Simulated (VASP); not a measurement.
## PbS (rocksalt type): single point with LDA

PbS (rocksalt type):

```
Pb S
1.0
     0.00000    2.39460    2.39460
     2.39460    0.00000    2.39460
     2.39460    2.39460    0.00000
Pb S
1 1
Direct
  0.00000 0.00000 0.00000
  0.50000 0.50000 0.50000
```

```json
{
 "Program": "VASP 6.6.1",
 "Task": "single point",
 "Functional": "LDA",
 "Potentials or basis": "VASP PAW LDA potentials, release 64 (Pb_d, S)",
 "Cutoff": "520 eV",
 "k mesh": "12 × 12 × 12",
 "Occupations": "fermi-dirac, width 0.08 eV",
 "Spin": "no spin polarisation",
 "Dipole correction": "no",
 "Further INCAR settings": "ALGO = Normal; EDIFF = 1e-06; NBANDS = 17"
}
```

* Pressure: 130.8 GPa
* Band gap on the k mesh: zero (bands 10 and 11 overlap by 1.31 eV)

Levels at points of the mesh, in eV from the Fermi level:
| k point | band 6 | band 7 | band 8 | band 9 | band 10 | band 11 | band 12 | band 13 | band 14 | band 15 |
| --- | --- | --- | --- | --- | --- | --- | --- | --- | --- | --- |
| (0.00, 0.00, 0.00) | -18.88 | -5.36 | -5.36 | -5.36 | -2.86 | 5.50 | 5.50 | 5.50 | 5.95 | 8.16 |
| (0.50, 0.00, 0.00) | -17.38 | -13.82 | -3.49 | -3.49 | -1.54 | 0.14 | 0.14 | 3.29 | 8.97 | 8.97 |
| (0.50, 0.50, 0.00) | -13.87 | -11.66 | -8.05 | -8.05 | -7.90 | 1.29 | 8.54 | 9.40 | 9.40 | 12.09 |

Run time: 55 s on 1 thread of Intel Xeon 8259CL, with other jobs on the host, peak memory 0.16 GiB.

Caveat: the cell stands under pressure; spin-orbit coupling is left out, which moves the levels of the heavy elements.
